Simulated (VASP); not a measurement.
# Si3O8 (P4/mbm) in VASP: single point with PBE

Aim: the single point of Si3O8 with PBE.

Program: VASP 6.6.1. These are calculated values, not measurements. Logs are shortened: lines on timing, memory, paths and dates and some standing lists are left out, and cuts for length are marked.

### Step 1. The cell of the first run

The structure is tetragonal, space group P4/mbm (No. 127). The conventional cell has a = 8.717 Å, b = 8.717 Å, c = 3.470 Å, α = 90.00°, β = 90.00°, γ = 90.00°. Within 2.3 Å of Si (site symmetry 4/m) lie 6 O at 1.73 to 1.76 Å. Within 2.2 Å of Si (site symmetry m2m) lie 5 O at 1.65 to 1.73 Å. Within 2.3 Å of O (site symmetry 4/m) lie 2 Si at 1.73 Å. Within 2.2 Å of O (site symmetry m) lie 2 Si at 1.65 to 1.76 Å. O (site symmetry m2m) has 2 Si at 1.73 Å and 6 O at 2.39 to 2.42 Å within 2.5 Å. Within 2.2 Å of O (site symmetry mmm) lie 2 Si at 1.67 Å.

The cell was built from a structure type or drawn by symmetry, and may not be a known phase.

### Step 2. Single point, PBE, collinear spin, ferromagnetic start

INCAR

```
SYSTEM = Si3O8
  PREC = Accurate
  ENCUT = 600
  EDIFF = 1E-6
  ISMEAR = 0
  SIGMA = 0.1
  LREAL = .FALSE.
  LASPH = .TRUE.
  NELM = 200
  ALGO = Normal
  ISIF = 2
  LWAVE = .FALSE.
  LCHARG = .TRUE.
  ISPIN = 2
  MAGMOM = 0 0 0 0 0 0 1 1 1 1 1 1 1 1 1 1 1 1 1 1 1 1
  LORBIT = 11
  GGA = PE
  LELF = .TRUE.
  LVHAR = .TRUE.
  NBANDS = 81
  GGA_COMPAT = .FALSE.
```

KPOINTS

```
Automatic mesh
0
G
  2 2 6
  0 0 0
```

POSCAR

```
Si3O8
1.0
    8.7174323697      0.0000000000      0.0000000000
    0.0000000000      8.7174323697      0.0000000000
    0.0000000000      0.0000000000      3.4695923514
Si O
6 16
Direct
    0.5000000000      0.5000000000      0.0000000000
    0.0000000000      0.0000000000      0.0000000000
    0.8647992647      0.6352007353      0.0000000000
    0.1352007353      0.3647992647      0.0000000000
    0.6352007353      0.1352007353      0.0000000000
    0.3647992647      0.8647992647      0.0000000000
    0.5000000000      0.5000000000      0.5000000000
    0.6805688735      0.5906485118      0.0000000000
    0.3194311265      0.4093514882      0.0000000000
    0.5906485118      0.3194311265      0.0000000000
    0.4093514882      0.6805688735      0.0000000000
    0.0000000000      0.0000000000      0.5000000000
    0.9093514882      0.8194311265      0.0000000000
    0.0906485118      0.1805688735      0.0000000000
    0.8194311265      0.0906485118      0.0000000000
    0.1805688735      0.9093514882      0.0000000000
    0.8636465446      0.6363534554      0.5000000000
    0.0000000000      0.5000000000      0.0000000000
    0.1363534554      0.3636465446      0.5000000000
    0.6363534554      0.1363534554      0.5000000000
    0.5000000000      0.0000000000      0.0000000000
    0.3636465446      0.8636465446      0.5000000000
```

Potentials or basis: VASP PAW PBE potentials, release 64 (Si, O).

The run is started by

```bash
$ cat potpaw_PBE.64/Si/POTCAR potpaw_PBE.64/O/POTCAR > POTCAR
$ mpirun -np 1 vasp_std > vasp.out
```

OUTCAR:

```text
SYSTEM = Si3O8
   PREC = Accurate
   ENCUT = 600
   EDIFF = 1E-6
   ISMEAR = 0
   LREAL = .FALSE.
   LASPH = .TRUE.
   NELM = 200
   ISIF = 2
   ISPIN = 2
   LORBIT = 11
   GGA = PE

 ion  position               nearest neighbor table
   1  0.500  0.500  0.000-   7 1.73   7 1.73   9 1.76  10 1.76  11 1.76   8 1.76
   2  0.000  0.000  0.000-  12 1.73  12 1.73  14 1.76  15 1.76  16 1.76  13 1.76
   3  0.865  0.635  0.000-   8 1.65  13 1.65  18 1.67  17 1.73  17 1.73
   4  0.135  0.365  0.000-   9 1.65  14 1.65  18 1.67  19 1.73  19 1.73
   5  0.635  0.135  0.000-  10 1.65  15 1.65  21 1.67  20 1.73  20 1.73
   6  0.365  0.865  0.000-  11 1.65  16 1.65  21 1.67  22 1.73  22 1.73
   7  0.500  0.500  0.500-   1 1.73   1 1.73
   8  0.681  0.591  0.000-   3 1.65   1 1.76
   9  0.319  0.409  0.000-   4 1.65   1 1.76
  10  0.591  0.319  0.000-   5 1.65   1 1.76
  11  0.409  0.681  0.000-   6 1.65   1 1.76
  12  0.000  0.000  0.500-   2 1.73   2 1.73
[... 8 lines left out ...]
  21  0.500  0.000  0.000-   5 1.67   6 1.67
  22  0.364  0.864  0.500-   6 1.73   6 1.73

  LATTYP: Found a simple tetragonal cell.
 ALAT       =     8.7174323697
 C/A-ratio  =     0.3980062253

  Lattice vectors:

 A1 = (   8.7174323697,   0.0000000000,   0.0000000000)
 A2 = (   0.0000000000,   8.7174323697,   0.0000000000)
 A3 = (   0.0000000000,   0.0000000000,   3.4695923514)

Analysis of symmetry for initial positions (statically):
=====================================================================
 Subroutine PRICEL returns:
 Original cell was already a primitive cell.

 Routine SETGRP: Setting up the symmetry group for a
 simple tetragonal supercell.

 Subroutine GETGRP returns: Found 16 space group operations
 (whereof  8 operations were pure point group operations)
 out of a pool of 16 trial point group operations.

The static configuration has the point symmetry C_4h.
 The point group associated with its full space group is D_4h.

Analysis of symmetry for dynamics (positions and initial velocities):
=====================================================================
 Subroutine PRICEL returns:
 Original cell was already a primitive cell.

 Routine SETGRP: Setting up the symmetry group for a
 simple tetragonal supercell.

 Subroutine GETGRP returns: Found 16 space group operations
 (whereof  8 operations were pure point group operations)
 out of a pool of 16 trial point group operations.

The dynamic configuration has the point symmetry C_4h.
 The point group associated with its full space group is D_4h.

Analysis of structural, dynamic, and magnetic symmetry:
=====================================================================
 Subroutine PRICEL returns:
 Original cell was already a primitive cell.

 Routine SETGRP: Setting up the symmetry group for a
 simple tetragonal supercell.

 Subroutine GETGRP returns: Found 16 space group operations
 (whereof  8 operations were pure point group operations)
 out of a pool of 16 trial point group operations.

The overall configuration has the point symmetry C_4h.
 The point group associated with its full space group is D_4h.

 Subroutine INISYM returns: Found 16 space group operations
 (whereof  8 operations are pure point group operations),
 and found     1 'primitive' translations

----------------------------------------------------------------------------------------

                                     Primitive cell

  volume of cell :     263.6669

  direct lattice vectors                    reciprocal lattice vectors
     8.717432370  0.000000000  0.000000000     0.114712677  0.000000000  0.000000000
     0.000000000  8.717432370  0.000000000     0.000000000  0.114712677  0.000000000
     0.000000000  0.000000000  3.469592351     0.000000000  0.000000000  0.288218297

  length of vectors
     8.717432370  8.717432370  3.469592351     0.114712677  0.114712677  0.288218297

  position of ions in fractional coordinates (direct lattice)
     0.500000000  0.500000000  0.000000000
     0.000000000  0.000000000  0.000000000
     0.864799265  0.635200735  0.000000000
     0.135200735  0.364799265  0.000000000
     0.635200735  0.135200735  0.000000000
     0.364799265  0.864799265  0.000000000
[... 14 lines left out ...]
     0.500000000  0.000000000  0.000000000
     0.363646545  0.863646545  0.500000000

  ion indices of the primitive-cell ions
   primitive index   ion index
                 1           1
                 2           2
                 3           3
                 4           4
                 5           5
                 6           6
[... 14 lines left out ...]
                21          21
                22          22

[... 23 lines left out ...]

 Found     12 irreducible k-points:

 Following reciprocal coordinates:
            Coordinates               Weight
  0.000000  0.000000  0.000000      1.000000
  0.500000  0.000000  0.000000      2.000000
  0.500000  0.500000  0.000000      1.000000
  0.000000  0.000000  0.166667      2.000000
  0.500000  0.000000  0.166667      4.000000
  0.500000  0.500000  0.166667      2.000000
  0.000000  0.000000  0.333333      2.000000
  0.500000  0.000000  0.333333      4.000000
  0.500000  0.500000  0.333333      2.000000
  0.000000  0.000000  0.500000      1.000000
  0.500000  0.000000  0.500000      2.000000
  0.500000  0.500000  0.500000      1.000000
   k-points           NKPTS =     12   k-points in BZ     NKDIM =     12   number of bands    NBANDS=     81
   number of dos      NEDOS =    301   number of ions     NIONS =     22
   total plane-waves  NPLWV = 137200
   dimension x,y,z NGX =    70 NGY =   70 NGZ =   28
   dimension x,y,z NGXF=   140 NGYF=  140 NGZF=   56
   ions per type =               6  16
   NGX,Y,Z   is equivalent  to a cutoff of  13.35, 13.35, 13.42 a.u.
   NGXF,Y,Z  is equivalent  to a cutoff of  26.70, 26.70, 26.83 a.u.
 SYSTEM =  Si3O8
   PREC   = accura    normal or accurate (medium, high low for compatibility)
   ISTART =      0    job   : 0-new  1-cont  2-samecut
   ICHARG =      2    charge: 1-file 2-atom 10-const
   ISPIN  =      2    spin polarized calculation?
   LNONCOLLINEAR =      F non collinear calculations
   LSORBIT =      F    spin-orbit coupling
   LASPH  =      T    aspherical Exc in radial PAW
   ENCUT  =  600.0 eV  44.10 Ry    6.64 a.u.  17.41 17.41  6.93*2*pi/ulx,y,z
   NELM   =    200;   NELMIN=  2; NELMDL= -5     # of ELM steps
   EDIFF  = 0.1E-05   stopping-criterion for ELM
   LREAL  =      F    real-space projection
   EDIFFG = 0.1E-04   stopping-criterion for IOM
   NSW    =      0    number of steps for IOM
   IBRION =     -1    ionic relax: 0-MD 1-quasi-New 2-CG
   NFREE  =      0    steps in history (QN), initial steepest desc. (CG)
   ISIF   =      2    stress and relaxation
   ISYM   =      2    0-nonsym 1-usesym 2-fastsym
   POTIM  = 0.5000    time-step for ionic-motion
   TEBEG  =    0.0;   TEEND  =   0.0 temperature during run
   PSTRESS=    0.0 pullay stress
   NELECT =     120.0000    total number of electrons
   NUPDOWN=      -1.0000    fix difference up-down
   EMIN   =  10.00;   EMAX   =-10.00  energy-range for DOS
   EFERMI =   0.00;   METHOD = LEGACY
   ISMEAR =     0;   SIGMA  =   0.10  broadening in eV -4-tet -1-fermi 0-gaus
   EFERMI_NEDOS =   21; number of points for ismear=-14 and -15
   IALGO  =     38    algorithm
   IMIX   =      4    mixing-type and parameters
     AMIX     =   0.40;   BMIX     =  1.00
     AMIX_MAG =   1.60;   BMIX_MAG =  1.00
  volume/ion in A,a.u.               =      11.98        80.88
  Fermi-wavevector in a.u.,A,eV,Ry     =   1.259264  2.379663 21.575373  1.585745
  Thomas-Fermi vector in A             =   2.392832
   LORBIT       =     11    0 simple, 1 ext, 2 COOP (PROOUT), +10 PAW based schemes
   GGA     = PE    functional components
   LHFCALC =     F    Hartree Fock is set to
   AEXX    =    0.0000 exact exchange contribution
   IVDW    =     0    specifies the selected vdW correction
   LEPSILON=     F    determine dielectric tensor
   LRPA    =     F    only Hartree local field effects (RPA)
 spin polarized calculation
 Gauss-broadening in eV      SIGMA  =   0.10
  energy-cutoff  :      600.00
  volume of cell :      263.67
 maximum number of plane-waves:      8844
 NGX is ok and might be reduce to    70
   NGX = 35   NGY = 35   NGZ = 13

 number of electron     119.9999967 magnetization      11.6238428

 number of electron     119.9999972 magnetization       7.2432131

 Free energy of the ion-electron system (eV)
  ---------------------------------------------------
  ext. energy  EPLUGINS =         0.00000000
  ---------------------------------------------------
  free energy    TOTEN  =      -150.03092157 eV

  energy without entropy =     -149.98023247  energy(sigma->0) =     -150.00557702

 E-fermi :   1.4280     XC(G=0):  -9.3105

 val. band max:        1.4258549338   @ k =   0.5000   0.5000   0.3333
 cond. band min:       1.4312972132   @ k =   0.5000   0.5000   0.1667
 fundamental gap:      0.0054422794
 Fermi energy:         1.4280253579

 spin component 1

 k-point     1 :       0.0000    0.0000    0.0000
  band No.  band energies     occupation
      1     -19.0894      1.00000
      2     -18.6133      1.00000
      3     -18.3961      1.00000
      4     -18.2256      1.00000
      5     -18.2256      1.00000
      6     -17.7938      1.00000
[... 889 lines left out ...]
     71      11.4904      0.00000
     72      11.4904      0.00000
 Fermi energy:         1.4280253579

 spin component 2

 k-point     1 :       0.0000    0.0000    0.0000
  band No.  band energies     occupation
      1     -18.5218      1.00000
      2     -18.0474      1.00000
      3     -17.7949      1.00000
      4     -17.5694      1.00000
      5     -17.5694      1.00000
      6     -17.2289      1.00000
[... 889 lines left out ...]
     71      11.7186      0.00000
     72      11.7186      0.00000
 [bands above 72 left out]

------------------------ aborting loop because EDIFF is reached ----------------------------------------

  FORCE on cell =-STRESS in cart. coord.  units (eV):
  Direction    XX          YY          ZZ          XY          YZ          ZX
  --------------------------------------------------------------------------------------
  -------------------------------------------------------------------------------------
  Total       -0.4183990     -0.4183990     -0.3181061      0.0000000      0.0000000     -0.0000000
  in kB       -2.5424100     -2.5424100     -1.9329782      0.0000000      0.0000000     -0.0000000
  external PRESSURE =      -2.3392661 kB  Pullay stress =       0.0000000 kB

 VOLUME and BASIS-vectors are now :
 -----------------------------------------------------------------------------
  energy-cutoff  :      600.00
  volume of cell :      263.67
      direct lattice vectors                 reciprocal lattice vectors
     8.717432370  0.000000000  0.000000000     0.114712677  0.000000000  0.000000000
     0.000000000  8.717432370  0.000000000     0.000000000  0.114712677  0.000000000
     0.000000000  0.000000000  3.469592351     0.000000000  0.000000000  0.288218297

 POSITION                                       TOTAL-FORCE (eV/Angst)
 -----------------------------------------------------------------------------------
      4.35872      4.35872      0.00000         0.000000      0.000000     -0.000000
      0.00000      0.00000      0.00000         0.000000      0.000000     -0.000000
      7.53883      5.53732      0.00000         0.027557     -0.027557     -0.000000
      1.17860      3.18011      0.00000        -0.027557      0.027557     -0.000000
      5.53732      1.17860      0.00000        -0.027557     -0.027557     -0.000000
      3.18011      7.53883      0.00000         0.027557      0.027557     -0.000000
[... 14 lines left out ...]
      4.35872      0.00000      0.00000         0.000000      0.000000     -0.000000
      3.17006      7.52878      1.73480        -0.004737     -0.004737     -0.000000
 -----------------------------------------------------------------------------------
    total drift:                                0.000000      0.000000     -0.000000

  FREE ENERGIE OF THE ION-ELECTRON SYSTEM (eV)
  ---------------------------------------------------
  free  energy   TOTEN  =      -150.0309215720 eV

  energy  without entropy=     -149.9802324709  energy(sigma->0) =     -150.00557702

 total charge

# of ion       s       p       d       tot
------------------------------------------
    1        0.559   0.854   0.000   1.413
    2        0.559   0.854   0.000   1.413
    3        0.599   0.927   0.000   1.526
    4        0.599   0.927   0.000   1.526
    5        0.599   0.927   0.000   1.526
    6        0.599   0.927   0.000   1.526
[... 14 lines left out ...]
   21        1.554   3.595   0.000   5.148
   22        1.572   3.473   0.000   5.044
--------------------------------------------------
tot         28.548  61.713   0.000  90.260

 magnetization (x)

# of ion       s       p       d       tot
------------------------------------------
    1       -0.008  -0.015   0.000  -0.023
    2       -0.008  -0.015   0.000  -0.023
    3       -0.008  -0.015   0.000  -0.023
    4       -0.008  -0.015   0.000  -0.023
    5       -0.008  -0.015   0.000  -0.023
    6       -0.008  -0.015   0.000  -0.023
[... 14 lines left out ...]
   21        0.004   0.239   0.000   0.243
   22        0.010   0.495   0.000   0.504
--------------------------------------------------
tot          0.069   6.179   0.000   6.248
```

Run time: 7.2 min. Hardware: 1 thread of Intel Xeon 6975P-C (Granite Rapids), shared host; peak memory 0.72 GiB.

Results:

```yaml
Free_energy: -150.0309 eV
Pressure: -0.2 GPa
Largest_force: 0.039 eV/Å
Net_moment: 7.24 μB per cell
Site_moments: Si -0.02; O +0.46, +0.37, +0.50, +0.24 (each value once) μB
Valence_electrons_inside_the_program's_atomic_spheres: Si 1.41, 1.53 (each value once); O 5.05, 5.09, 5.04, 5.15 (each value once)
```

Forces in eV/Å, atoms in the order of the input:
```
Si   0.000  0.000  0.000
Si   0.000  0.000  0.000
Si   0.028 -0.028  0.000
Si  -0.028  0.028  0.000
Si  -0.028 -0.028  0.000
Si   0.028  0.028  0.000
O    0.000  0.000  0.000
O   -0.029 -0.011  0.000
O    0.029  0.011  0.000
O   -0.011  0.029  0.000
O    0.011 -0.029  0.000
O    0.000  0.000  0.000
O    0.011  0.029  0.000
O   -0.011 -0.029  0.000
O    0.029 -0.011  0.000
O   -0.029  0.011  0.000
O   -0.005  0.005  0.000
O    0.000  0.000  0.000
O    0.005 -0.005  0.000
O    0.005  0.005  0.000
O    0.000  0.000  0.000
O   -0.005 -0.005  0.000
```

Caveat: the k points lie up to 0.36 Å⁻¹ apart.
